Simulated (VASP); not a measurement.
Here is a VASP 6.6.1 calculation.

INCAR

```
SYSTEM = Zn8HS8
ALGO = Normal
EDIFF = 1E-7
ENCUT = 520
GGA = PE
ISIF = 2
ISMEAR = 0
LASPH = .TRUE.
LCHARG = .FALSE.
LREAL = Auto
LWAVE = .FALSE.
NBANDS = 86
NELECT = 146.0
NELM = 80
PREC = Accurate
SIGMA = 0.02
```

File KPOINTS:

```
k-points
0
G
  2 2 2
  0 0 0
```

File POSCAR:

```
Zn8HS8
1.0
    0.0000000000      5.4423087484     -5.4423087484
    5.4423087484      5.4423087484      0.0000000000
    5.4423087484      0.0000000000     -5.4423087484
Zn S H
8 8 1
Direct
    0.5180179277      0.4858933262     -0.0010207984
    0.4936710915      0.0029089676     -0.0103877789
    1.0042655154      0.5338601932      0.0381830597
    0.9968147253     -0.0334276331      0.0080916945
    0.4980689493      0.4797557656      0.5117352081
    0.5020523690     -0.0070449880      0.5047754780
    0.9919595248      0.4862623791      0.5115373142
    1.0153506086     -0.0165777989      0.4860438138
    0.3717747547      0.3659520421      0.3787684777
    0.3884032674      0.8605062146      0.3696165714
    0.8645706662      0.3468168726      0.4015430952
    0.8698430609      0.8661477542      0.3861540381
    0.3718697512      0.3720968607      0.8815462742
    0.3737979769      0.8645659806      0.8764930879
    0.8876083154      0.3610279370      0.8897796365
    0.8569512895      0.8950378829      0.8469902597
    1.0332946475      0.6575100138      1.1441115872
```

Potentials or basis: VASP PAW PBE potentials, release 64 (Zn, S, H).

Command:

```console
$ cat potpaw_PBE.64/Zn/POTCAR potpaw_PBE.64/S/POTCAR potpaw_PBE.64/H/POTCAR > POTCAR
$ mpirun -np 1 vasp_std > vasp.out
```

Problem. What does it give for the largest force?

Solution. 0.675 eV/Å.

Forces in eV/Å, atoms in the order of the input:
```
Zn  -0.023 -0.001  0.006
Zn   0.015 -0.074  0.051
Zn  -0.029  0.083 -0.054
Zn  -0.051 -0.129 -0.064
Zn   0.009 -0.033  0.072
Zn   0.064 -0.030  0.036
Zn   0.043 -0.015  0.027
Zn   0.104 -0.025  0.040
S    0.009 -0.012  0.054
S    0.059 -0.041  0.053
S    0.042  0.031  0.109
S    0.083 -0.057  0.035
S   -0.046  0.007  0.013
S   -0.006 -0.038  0.012
S   -0.052 -0.034 -0.022
S    0.032 -0.109  0.038
H   -0.251  0.477 -0.406
```

Caveat: the k points lie up to 0.50 Å⁻¹ apart; the cell carries a net charge on a neutralising background, which shifts energy and pressure.
